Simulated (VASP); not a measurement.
The system is Cl.

```
Cl
1.0
     2.05735   -3.04947    0.00710
     2.05735    3.04947    0.00710
    -1.30707    0.00000    1.92344
Cl
1
Direct
  0.50000 0.50000 0.50000
```

This cell differs from its parent crystal: I replaced by Cl, lengths x 0.840, strained.

Base run:

| Quantity | Value |
| --- | --- |
| Program | VASP 6.6.1 |
| Functional | PBEsol |
| Potentials or basis | VASP PAW PBE potentials, release 64 (Cl) |
| Cutoff | 520 eV |
| k mesh | 6 × 6 × 10 |
| Occupations | gaussian, width 0.1 eV |
| Spin | no spin polarisation |

Its results: band gap on the k mesh zero (an odd number of electrons rules out a gap without spin polarisation); pressure -1.3 GPa.

Problem. The run is repeated on the same cell with these changes: k mesh from 6 × 6 × 10 to 14 × 14 × 22; further incar settings from ALGO = Normal; EDIFF = 1e-07; NBANDS = 10 to ALGO = Fast; EDIFF = 1e-07; NBANDS = 10. What comes out?

Solution. Band gap on the k mesh zero (an odd number of electrons rules out a gap without spin polarisation); pressure -2.1 GPa.

Caveats: the PAW data sets were made with another functional, which shifts forces and pressure a little; an odd number of electrons without spin polarisation forces a metal; a magnetic or distorted state may lie lower; the stress differs along the axes, from -5 to 1 GPa (at least some runs).
